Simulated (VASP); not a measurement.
Here is a VASP 6.6.1 calculation.

File INCAR:

```
PREC = Accurate
ENCUT = 520
EDIFF = 1E-7
ISMEAR = 0
SIGMA = 0.1
LREAL = F
LASPH = T
NELM = 100
ALGO = Normal
ISIF = 2
LWAVE = F
LCHARG = F
GGA = PE
NBANDS = 16
```

File KPOINTS:

```
regular mesh
0
Gamma
  6 6 6
```

The input POSCAR:

```
S
1.0
    6.3294307096      0.0000000000      0.0000000000
   -3.1647153548      5.4814477860      0.0000000000
    0.0000000000      0.0000000000      2.1276261762
S
3
Direct
    0.0000000000      0.0000000000      0.0000000000
    0.3333333333      0.6666666667      0.5000000000
    0.6666666667      0.3333333333      0.5000000000
```

Potentials or basis: VASP PAW PBE potentials, release 64 (S).

The run is started by

```bash
$ cat potpaw_PBE.64/S/POTCAR > POTCAR
$ mpirun -np 1 vasp_std > vasp.out
```

Problem. Estimate the pressure.

Solution. -0.1 GPa.

Problem. Estimate the band gap on the k mesh.

Solution. Zero (bands 9 and 10 overlap by 2.44 eV).

Stress tensor (GPa, compression positive):
```
 0.03  0.00  0.00
 0.00  0.03  0.00
 0.00  0.00 -0.41
```

Caveat: the k points lie up to 0.49 Å⁻¹ apart, too coarse for converged energies and pressures of a metal.
